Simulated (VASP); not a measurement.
Write the native input for VASP 6.6.1 that does the following.

```yaml
Task: single point
Functional: PBE
Potentials_or_basis: VASP PAW PBE potentials, release 64 (Mg, F)
Cutoff: 600 eV
k_mesh: 6 × 6 × 9
Occupations: fermi-dirac, width 0.05 eV
Spin: no spin polarisation
Dipole_correction: no
Further_INCAR_settings: ALGO = Normal; EDIFF = 1e-06; NBANDS = 25
```

The structure of MgF2 lies in POSCAR:

```
MgF2
1.0
    4.6250000000      0.0000000000      0.0000000000
    0.0000000000      4.6250000000      0.0000000000
    0.0000000000      0.0000000000      3.0520000000
Mg F
2 4
Direct
    0.5000000000      0.5000000000      0.5000000000
    0.0000000000      0.0000000000      0.0000000000
    0.8030000000      0.1970000000      0.5000000000
    0.6970000000      0.6970000000      0.0000000000
    0.1970000000      0.8030000000      0.5000000000
    0.3030000000      0.3030000000      0.0000000000
```

These files were run (other wordings do the same):

INCAR

```
SYSTEM = MgF2
PREC     = Accurate       ! precision mode
ENCUT    = 600            ! plane-wave cutoff, eV
EDIFF    = 1E-6           ! SCF threshold, eV
ISMEAR   = -1             ! smearing method
SIGMA    = 0.05           ! smearing width, eV
LREAL    = .FALSE.        ! projectors in reciprocal space
LASPH    = .TRUE.         ! aspherical terms in the spheres
NELM     = 120            ! most SCF steps
ALGO     = Normal         ! electronic algorithm
ISIF     = 2              ! what is computed and relaxed
LWAVE    = .FALSE.        ! write WAVECAR
LCHARG   = .FALSE.        ! write CHGCAR
GGA      = PE             ! functional
NBANDS   = 25             ! bands
GGA_COMPAT= .FALSE.
```

KPOINTS

```
Automatic mesh
0
G
  6 6 9
  0 0 0
```

Potentials or basis: VASP PAW PBE potentials, release 64 (Mg, F).

The run is started by

```console
$ cat potpaw_PBE.64/Mg/POTCAR potpaw_PBE.64/F/POTCAR > POTCAR
$ mpirun -np 1 vasp_std > vasp.out
```

Results of the run:

```yaml
Pressure: 3.5 GPa
Largest_force: 0.022 eV/Å
Band_gap_on_the_k_mesh: 7.10 eV
```

Caveat: the cell stands under pressure.

It took 78 s on 1 thread of Intel(R) Xeon(R) Platinum 8375C CPU @ 2.90GHz (Ice Lake), on a shared host, peak memory 0.23 GiB.
